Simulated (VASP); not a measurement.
Runs of VASP 6.6.1 on MgS (Niningerite). The structure is that of space group Fm-3m (No. 225), or close to it. The cells are those of the table. 

```csv
cell,gap on the mesh (eV),pressure (GPa)
"a = 3.617 Å, angles 60.0°, 2 atoms",2.88,5.3
"a = 3.763 Å, angles 60.0°, 2 atoms",2.62,-3.7
"a = 3.692 Å, angles 60.0°, 2 atoms",2.75,(b)
"a = 3.728 Å, angles 60.0°, 2 atoms",2.69,(a)
"a = 3.655 Å, angles 60.0°, 2 atoms",2.82,2.5
```

Alike in all rows: task single point; level PBE; potentials or basis VASP PAW PBE potentials, release 64 (Mg, S); no spin polarisation; k mesh 6 × 6 × 6; cutoff (eV) 520; smearing gaussian 0.01 eV.

Problem. Fill in the values left out.

Solution. (a) -2.0; (b) 0.1.

A k mesh can miss the band edges.
